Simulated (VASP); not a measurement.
**Na: relaxation of cell and atoms with PBEsol**

Na:

```
Na
1.0
    -2.14100    2.14100    2.14100
     2.14100   -2.14100    2.14100
     2.14100    2.14100   -2.14100
Na
1
Direct
  0.00000 0.00000 0.00000
```

```json
{"Program": "VASP 6.6.1", "Task": "relaxation of cell and atoms", "Functional": "PBEsol", "Potentials or basis": "VASP PAW PBE potentials, release 64 (Na_pv)", "Cutoff": "600 eV", "k mesh": "9 × 9 × 9", "Occupations": "fermi-dirac, width 0.05 eV", "Spin": "no spin polarisation", "Target pressure": "10 GPa", "Dipole correction": "no", "Further INCAR settings": "ALGO = Normal; EDIFF = 1e-07; IBRION = 2; EDIFFG = -0.02; NSW = 80; ISIF = 3"}
```

- Relaxed volume: 21.91 Å³/atom
- Relaxed cell: a = 3.053 Å, b = 3.053 Å, c = 3.053 Å, α = 109.47°, β = 109.47°, γ = 109.47°
- Space group after relaxing (to 0.1 Å): Im-3m (No. 229)
- Energy change on relaxing (the run minimises the enthalpy): +295.7 meV/atom
- Ionic steps: 4
- Pressure after relaxing: 10.1 GPa
- Band gap on the k mesh: zero (an odd number of electrons rules out a gap without spin polarisation)

The path:
| step | energy change (eV) | largest force (eV/Å) | pressure (GPa) | volume (Å³) |
| --- | --- | --- | --- | --- |
| 1 | 0.0000 | 0.0000 | -0.56 | 39.26 |
| 2 | 0.1025 | 0.0000 | 4.50 | 26.32 |
| 3 | 0.2414 | 0.0000 | 8.60 | 22.84 |
| 4 | 0.2957 | 0.0000 | 10.13 | 21.91 |

Final structure:
```
Na
1.0
    -1.76264    1.76264    1.76264
     1.76264   -1.76264    1.76264
     1.76264    1.76264   -1.76264
Na
1
Direct
  0.00000 0.00000 0.00000
```

Levels at points of the mesh, in eV from the Fermi level:
```
           k point  band 1  band 2  band 3  band 4  band 5  band 6
(0.00, 0.00, 0.00)  -24.59  -24.59  -24.59   -4.56   15.58   15.58
```

It took 44 s on 1 thread of AMD EPYC 7R13, on a shared host, peak memory 0.14 GiB.

Caveat: the cell is relaxed towards a set pressure, so the run minimises the enthalpy, not the energy; the volume moved by over 15 % at a fixed basis, so the end points are rough; the PAW data sets were made with another functional, which shifts forces and pressure a little.
